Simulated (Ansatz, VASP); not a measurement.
# One calculation of SiC, two programs

```
Si C
1.0
     0.00000    2.17186    2.17186
     2.17186    0.00000    2.17186
     2.17186    2.17186    0.00000
Si C
1 1
Direct
  0.00000 0.00000 0.00000
  0.75000 0.75000 0.75000
```

Alike in both runs: task single point; functional r2SCAN; k mesh 10 × 10 × 10; occupations gaussian, width 0.05 eV; no spin polarisation.

|  | VASP | Ansatz |
| --- | --- | --- |
| version | VASP 6.6.1 | Ansatz 0.2.0 |
| potentials or method | VASP PAW PBE potentials, release 64 (Si, C), cutoff 660 eV | scalar-relativistic, plane waves, PAW |
| valence electrons in the cell | 8 | 8 |

VASP gave:

- gap on the k mesh at the Fermi level (eV): 1.72
- least direct gap on the mesh (eV): 5.07
- pressure (GPa): 1.6

**Question.** What did Ansatz give for the same quantities?

**Answer.** gap on the k mesh at the Fermi level (eV): 1.71; least direct gap on the mesh (eV): 5.06; pressure (GPa): 2.0.

VASP's potentials were made for PBE, not for r2SCAN. With one functional, cell and mesh, what is left measures potentials, basis and numerics.
